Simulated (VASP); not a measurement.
# Al (P6_3/mmc) in VASP: molecular dynamics with PBE+D3(BJ)

Aim: the molecular dynamics of Al with PBE+D3(BJ).

Program: VASP 6.6.1. These are calculated values, not measurements. Logs are shortened: lines on timing, memory, paths and dates and some standing lists are left out, and cuts for length are marked.

## 1. The cell of the first run

The structure is hexagonal, space group P6_3/mmc (No. 194). The conventional cell has a = 2.822 Å, b = 2.822 Å, c = 4.883 Å, α = 90.00°, β = 90.00°, γ = 120.00°. Al (site symmetry -6m2) has 12 Al at 2.82 to 2.94 Å within 3.7 Å.

This isn't the form of Al at room conditions, which is fcc.

## 2. Molecular dynamics, PBE+D3(BJ)

Input file INCAR:

```
PREC     = Normal         # precision mode
ENCUT    = 350            # plane-wave cutoff, eV
EDIFF    = 1E-5           # SCF threshold, eV
ISMEAR   = -1             # smearing method
SIGMA    = 0.05           # smearing width, eV
LREAL    = F              # projectors in reciprocal space
LASPH    = T              # aspherical terms in the spheres
NELM     = 120            # most SCF steps
ALGO     = Normal         # electronic algorithm
ISIF     = 2              # what is computed and relaxed
LWAVE    = F              # write WAVECAR
LCHARG   = T              # write CHGCAR
GGA      = PE             # functional
IVDW     = 12             # dispersion correction
NBANDS   = 42             # bands
IBRION   = 0              # ionic algorithm
NSW      = 40             # ionic steps
POTIM    = 3.0            # step
TEBEG    = 450.0        
TEEND    = 450.0        
ISYM     = 0            
NELMIN   = 4            
RANDOM_SEED= 79959 0 0    
MDALGO   = 2            
SMASS    = 0            
GGA_COMPAT= F            
MAXMIX   = 40
```

Input file KPOINTS:

```
Automatic mesh
0
Gamma
  3 3 3
```

Input file POSCAR:

```
Al
1.0
    4.2326986885      2.4437497271     -4.8830190557
   -0.0000000001     -4.8874994543     -4.8830190557
   -4.2326986884      2.4437497272     -4.8830190557
Al
18
Direct
    0.9722222222      0.3055555556      0.9722222222
    0.9722222222      0.9722222222      0.3055555556
    0.3055555556      0.3055555556      0.6388888889
    0.6388888889      0.3055555556      0.3055555556
    0.3055555556      0.9722222222      0.9722222222
    0.9722222222      0.6388888889      0.6388888889
    0.3055555556      0.6388888889      0.3055555556
    0.6388888889      0.9722222222      0.6388888889
    0.6388888889      0.6388888889      0.9722222222
    0.0277777778      0.3611111111      0.3611111111
    0.0277777778      0.0277777778      0.6944444444
    0.3611111111      0.3611111111      0.0277777778
    0.6944444444      0.3611111111      0.6944444444
    0.3611111111      0.0277777778      0.3611111111
    0.0277777778      0.6944444444      0.0277777778
    0.3611111111      0.6944444444      0.6944444444
    0.6944444444      0.0277777778      0.0277777778
    0.6944444444      0.6944444444      0.3611111111
```

Potentials or basis: VASP PAW PBE potentials, release 64 (Al).

Command:

```bash
$ cat potpaw_PBE.64/Al/POTCAR > POTCAR
$ mpirun -np 1 vasp_std > vasp.out
```

OUTCAR:

```text
PREC = Normal
   ENCUT = 350
   EDIFF = 1E-5
   ISMEAR = -1
   LREAL = F
   LASPH = T
   NELM = 120
   ISIF = 2
   GGA = PE
   IVDW = 12
   IBRION = 0
   NSW = 40
   POTIM = 3.0
   TEBEG = 450.0
   ISYM = 0
   NELMIN = 4
 IVDW          = 12

 ion  position               nearest neighbor table
   1  0.972  0.306  0.972-   6 2.82   9 2.82   3 2.82   4 2.82   2 2.82   5 2.82  15 2.94  10 2.94
                            12 2.94  17 2.94  11 2.94  13 2.94
   2  0.972  0.972  0.306-   6 2.82   8 2.82   7 2.82   4 2.82   1 2.82   5 2.82  11 2.94  10 2.94
                            14 2.94  17 2.94  15 2.94  18 2.94
   3  0.306  0.306  0.639-   7 2.82   4 2.82   5 2.82   6 2.82   8 2.82   1 2.82  16 2.94  13 2.94
                            12 2.94  10 2.94  11 2.94  14 2.94
   4  0.639  0.306  0.306-   7 2.82   3 2.82   8 2.82   9 2.82   2 2.82   1 2.82  18 2.94  13 2.94
                            10 2.94  12 2.94  14 2.94  17 2.94
   5  0.306  0.972  0.972-   9 2.82   8 2.82   3 2.82   7 2.82   1 2.82   2 2.82  17 2.94  12 2.94
                            14 2.94  11 2.94  15 2.94  16 2.94
   6  0.972  0.639  0.639-   1 2.82   2 2.82   8 2.82   9 2.82   3 2.82   7 2.82  16 2.94  11 2.94
                            15 2.94  10 2.94  18 2.94  13 2.94
   7  0.306  0.639  0.306-   3 2.82   4 2.82   5 2.82   2 2.82   6 2.82   9 2.82  16 2.94  18 2.94
                            14 2.94  15 2.94  10 2.94  12 2.94
   8  0.639  0.972  0.639-   9 2.82   6 2.82   2 2.82   5 2.82   4 2.82   3 2.82  13 2.94  17 2.94
                            11 2.94  14 2.94  16 2.94  18 2.94
   9  0.639  0.639  0.972-   8 2.82   5 2.82   1 2.82   6 2.82   4 2.82   7 2.82  18 2.94  17 2.94
[... 5 lines left out ...]
  12  0.361  0.361  0.028-  14 2.82  15 2.82  17 2.82  10 2.82  16 2.82  13 2.82   3 2.94   5 2.94
                             1 2.94   9 2.94   4 2.94   7 2.94
  13  0.694  0.361  0.694-  18 2.82  16 2.82  17 2.82  11 2.82  12 2.82  10 2.82   4 2.94   3 2.94
                             8 2.94   1 2.94   6 2.94   9 2.94
  14  0.361  0.028  0.361-  12 2.82  10 2.82  11 2.82  17 2.82  16 2.82  18 2.82   7 2.94   5 2.94
                             2 2.94   8 2.94   4 2.94   3 2.94
  15  0.028  0.694  0.028-  10 2.82  12 2.82  16 2.82  18 2.82  11 2.82  17 2.82   1 2.94   6 2.94
                             9 2.94   5 2.94   2 2.94   7 2.94
  16  0.361  0.694  0.694-  13 2.82  18 2.82  14 2.82  12 2.82  11 2.82  15 2.82   3 2.94   7 2.94
                             6 2.94   9 2.94   8 2.94   5 2.94
  17  0.694  0.028  0.028-  12 2.82  14 2.82  13 2.82  18 2.82  15 2.82  11 2.82   5 2.94   9 2.94
                             8 2.94   2 2.94   1 2.94   4 2.94
  18  0.694  0.694  0.361-  13 2.82  16 2.82  17 2.82  10 2.82  14 2.82  15 2.82   4 2.94   7 2.94
                             9 2.94   6 2.94   2 2.94   8 2.94

IMPORTANT INFORMATION: All symmetrisations will be switched off!
NOSYMM: (Re-)initialisation of all symmetry stuff for point group C_1.

----------------------------------------------------------------------------------------

                                     Primitive cell

  volume of cell :     303.0496

  direct lattice vectors                    reciprocal lattice vectors
     4.232698689  2.443749727 -4.883019056     0.118127946  0.068201201 -0.068263779
    -0.000000000 -4.887499454 -4.883019056    -0.000000000 -0.136402402 -0.068263779
    -4.232698688  2.443749727 -4.883019056    -0.118127946  0.068201201 -0.068263779

  length of vectors
     6.908800621  6.908800621  6.908800621     0.152530518  0.152530518  0.152530518

  position of ions in fractional coordinates (direct lattice)
     0.972222222  0.305555556  0.972222222
     0.972222222  0.972222222  0.305555556
     0.305555556  0.305555556  0.638888889
     0.638888889  0.305555556  0.305555556
     0.305555556  0.972222222  0.972222222
     0.972222222  0.638888889  0.638888889
[... 10 lines left out ...]
     0.694444444  0.027777778  0.027777778
     0.694444444  0.694444444  0.361111111

  ion indices of the primitive-cell ions
   primitive index   ion index
                 1           1
                 2           2
                 3           3
                 4           4
                 5           5
                 6           6
[... 10 lines left out ...]
                17          17
                18          18

----------------------------------------------------------------------------------------

 KPOINTS: Automatic mesh

Automatic generation of k-mesh.
 Grid dimensions read from file:
 generate k-points for:    3    3    3

 Generating k-lattice:

  Cartesian coordinates                     Fractional coordinates (reciprocal lattice)
     0.039375982  0.022733734 -0.022754593     0.333333333 -0.000000000  0.000000000
    -0.000000000 -0.045467467 -0.022754593    -0.000000000  0.333333333 -0.000000000
    -0.039375982  0.022733734 -0.022754593     0.000000000  0.000000000  0.333333333

  Length of vectors
     0.050843506  0.050843506  0.050843506

  Shift w.r.t. Gamma in fractional coordinates (k-lattice)
     0.000000000  0.000000000  0.000000000

 Subroutine IBZKPT returns following result:
 ===========================================

 Found     14 irreducible k-points:

 Following reciprocal coordinates:
            Coordinates               Weight
  0.000000  0.000000  0.000000      1.000000
  0.333333  0.000000 -0.000000      2.000000
  0.000000  0.333333  0.000000      2.000000
  0.000000  0.000000  0.333333      2.000000
  0.333333  0.333333  0.000000      2.000000
 -0.333333 -0.000000 -0.333333      2.000000
  0.000000  0.333333  0.333333      2.000000
 -0.333333  0.333333  0.000000      2.000000
  0.333333 -0.000000 -0.333333      2.000000
  0.000000 -0.333333  0.333333      2.000000
  0.333333  0.333333  0.333333      2.000000
 -0.333333  0.333333  0.333333      2.000000
  0.333333 -0.333333  0.333333      2.000000
  0.333333  0.333333 -0.333333      2.000000
   k-points           NKPTS =     14   k-points in BZ     NKDIM =     14   number of bands    NBANDS=     42
   number of dos      NEDOS =    301   number of ions     NIONS =     18
   total plane-waves  NPLWV =  32768
   dimension x,y,z NGX =    32 NGY =   32 NGZ =   32
   dimension x,y,z NGXF=    64 NGYF=   64 NGZF=   64
   ions per type =              18
   NGX,Y,Z   is equivalent  to a cutoff of   7.70,  7.70,  7.70 a.u.
   NGXF,Y,Z  is equivalent  to a cutoff of  15.40, 15.40, 15.40 a.u.
 SYSTEM =  unknown system
   PREC   = normal    normal or accurate (medium, high low for compatibility)
   ISTART =      0    job   : 0-new  1-cont  2-samecut
   ICHARG =      2    charge: 1-file 2-atom 10-const
   ISPIN  =      1    spin polarized calculation?
   LNONCOLLINEAR =      F non collinear calculations
   LSORBIT =      F    spin-orbit coupling
   LASPH  =      T    aspherical Exc in radial PAW
   ENCUT  =  350.0 eV  25.72 Ry    5.07 a.u.  10.54 10.54 10.54*2*pi/ulx,y,z
   NELM   =    120;   NELMIN=  4; NELMDL= -5     # of ELM steps
   EDIFF  = 0.1E-04   stopping-criterion for ELM
   LREAL  =      F    real-space projection
   EDIFFG = 0.1E-03   stopping-criterion for IOM
   NSW    =     40    number of steps for IOM
   IBRION =      0    ionic relax: 0-MD 1-quasi-New 2-CG
   NFREE  =      0    steps in history (QN), initial steepest desc. (CG)
   ISIF   =      2    stress and relaxation
   ISYM   =      0    0-nonsym 1-usesym 2-fastsym
   POTIM  = 3.0000    time-step for ionic-motion
   TEBEG  =  450.0;   TEEND  = 450.0 temperature during run
   PSTRESS=    0.0 pullay stress
   NELECT =      54.0000    total number of electrons
   NUPDOWN=      -1.0000    fix difference up-down
   EMIN   =  10.00;   EMAX   =-10.00  energy-range for DOS
   EFERMI =   0.00;   METHOD = LEGACY
   ISMEAR =    -1;   SIGMA  =   0.05  broadening in eV -4-tet -1-fermi 0-gaus
   EFERMI_NEDOS =   21; number of points for ismear=-14 and -15
   IALGO  =     38    algorithm
   IMIX   =      4    mixing-type and parameters
     AMIX     =   0.40;   BMIX     =  1.00
     AMIX_MAG =   1.60;   BMIX_MAG =  1.00
  volume/ion in A,a.u.               =      16.84       113.62
  Fermi-wavevector in a.u.,A,eV,Ry     =   0.921230  1.740873 11.546789  0.848665
  Thomas-Fermi vector in A             =   2.046624
   LORBIT       =      0    0 simple, 1 ext, 2 COOP (PROOUT), +10 PAW based schemes
   GGA     = PE    functional components
   LHFCALC =     F    Hartree Fock is set to
   AEXX    =    0.0000 exact exchange contribution
   IVDW    =    12    specifies the selected vdW correction
   LEPSILON=     F    determine dielectric tensor
   LRPA    =     F    only Hartree local field effects (RPA)
 molecular dynamics for ions
 non-spin polarized calculation
  energy-cutoff  :      350.00
  volume of cell :      303.05
 maximum number of plane-waves:      4513
   NGX = 21   NGY = 21   NGZ = 21

--------------------------------------- Ionic step        1  -------------------------------------------

 number of electron      54.0000001 magnetization

 Free energy of the ion-electron system (eV)
  ---------------------------------------------------
  ext. energy  EPLUGINS =         0.00000000
  ---------------------------------------------------
  free energy    TOTEN  =       -66.74008649 eV

  energy without entropy =      -66.62325339  energy(sigma->0) =      -66.68166994

------------------------ aborting loop because EDIFF is reached ----------------------------------------

 Edisp (eV)   -5.92945

 E8    (eV) :    -2.6510
[... 179 lines left out ...]
  ENERGY OF THE ELECTRON-ION-THERMOSTAT SYSTEM (eV)
  ---------------------------------------------------
% ion-electron   TOTEN  =       -72.607895  see above
  kinetic energy EKIN   =         0.927878
  kin. lattice  EKIN_LAT=         0.000000  (temperature  422.26 K)
  nose potential ES     =        -0.000388
  nose kinetic   EPS    =         0.000012
  ---------------------------------------------------
  total energy   ETOTAL =       -71.680392 eV

[... ionic steps 4 to 37 ...]

--------------------------------------- Ionic step       38  -------------------------------------------

 number of electron      53.9999998 magnetization

------------------------ aborting loop because EDIFF is reached ----------------------------------------
[... 127 lines left out ...]
--------------------------------------- Ionic step       40  -------------------------------------------

 number of electron      54.0000001 magnetization

 Free energy of the ion-electron system (eV)
  ---------------------------------------------------
  ext. energy  EPLUGINS =         0.00000000
  ---------------------------------------------------
  free energy    TOTEN  =       -65.20520781 eV

  energy without entropy =      -65.10724783  energy(sigma->0) =      -65.15622782

 E-fermi :   7.7912     XC(G=0): -10.1068

 val. band max:        7.7780042247   @ k =   0.3333   0.0000  -0.0000
 cond. band min:       7.7925678217   @ k =   0.3333   0.3333  -0.3333
 fundamental gap:      0.0145635970
 Fermi energy:         7.7911674686

 k-point     1 :       0.0000    0.0000    0.0000
  band No.  band energies     occupation
      1      -3.2611      2.00000
      2      -0.1914      2.00000
      3       0.0340      2.00000
      4       0.0683      2.00000
      5       0.0874      2.00000
      6       0.3331      2.00000
[... 577 lines left out ...]
     38       9.8209      0.00000
     39      10.3594      0.00000
 [bands above 39 left out]

------------------------ aborting loop because EDIFF is reached ----------------------------------------

 Edisp (eV)   -5.93464

 E8    (eV) :    -2.6549
[... 47 lines left out ...]
  ENERGY OF THE ELECTRON-ION-THERMOSTAT SYSTEM (eV)
  ---------------------------------------------------
% ion-electron   TOTEN  =       -71.139844  see above
  kinetic energy EKIN   =         1.619507
  kin. lattice  EKIN_LAT=         0.000000  (temperature  737.00 K)
  nose potential ES     =        -2.726271
  nose kinetic   EPS    =         0.569789
  ---------------------------------------------------
  total energy   ETOTAL =       -71.676820 eV
```

Run time: 24 min. Hardware: 1 thread of Oxide Virtual Turin-like, shared host; peak memory 0.29 GiB.

Results:

- Dispersion energy per atom: -0.330 eV

Step by step:
```csv
step,potential energy change (eV),largest force (eV/Å),pressure (GPa),volume (Å³),temperature (K)
1,0.0000,0.0073,-3.61,303.05,450
2,0.0159,0.2140,-3.59,303.05,443
3,0.0616,0.4132,-3.51,303.05,422
4,0.1335,0.6000,-3.39,303.05,390
5,0.2259,0.7731,-3.23,303.05,350
6,0.3322,0.9309,-3.04,303.05,306
7,0.4450,1.0710,-2.84,303.05,260
8,0.5564,1.1890,-2.65,303.05,216
9,0.6590,1.2819,-2.46,303.05,178
10,0.7462,1.3464,-2.30,303.05,147
11,0.8126,1.3800,-2.17,303.05,127
12,0.8550,1.3808,-2.08,303.05,119
13,0.8720,1.3483,-2.03,303.05,124
14,0.8649,1.2830,-2.02,303.05,144
15,0.8371,1.1870,-2.05,303.05,180
16,0.7950,1.0632,-2.09,303.05,231
17,0.7469,0.9669,-2.15,303.05,298
18,0.7033,0.9528,-2.20,303.05,378
19,0.6761,0.9204,-2.23,303.05,467
20,0.6786,0.8673,-2.21,303.05,558
21,0.7240,0.7981,-2.13,303.05,642
22,0.8242,0.9246,-1.96,303.05,707
23,0.9872,1.1581,-1.69,303.05,742
24,1.2152,1.3875,-1.32,303.05,738
25,1.5016,1.7758,-0.86,303.05,693
26,1.8289,2.3590,-0.34,303.05,614
27,2.1657,2.9808,0.17,303.05,516
28,2.4674,3.5733,0.61,303.05,424
29,2.6806,4.0367,0.91,303.05,364
30,2.7562,4.2660,1.02,303.05,366
31,2.6682,4.1898,0.89,303.05,446
32,2.4297,3.8054,0.56,303.05,606
33,2.0954,3.1860,0.08,303.05,820
34,1.7451,2.4569,-0.44,303.05,1042
35,1.4559,1.7529,-0.89,303.05,1214
36,1.2773,1.2537,-1.19,303.05,1289
37,1.2218,1.3213,-1.30,303.05,1250
38,1.2708,1.4038,-1.25,303.05,1118
39,1.3874,1.5168,-1.09,303.05,932
40,1.5297,1.6583,-0.87,303.05,737
```

Caveat: the cell differs from its parent crystal (dynamics (nvt nose hoover) at 450 K, volume x 1.01, from the last frame before).
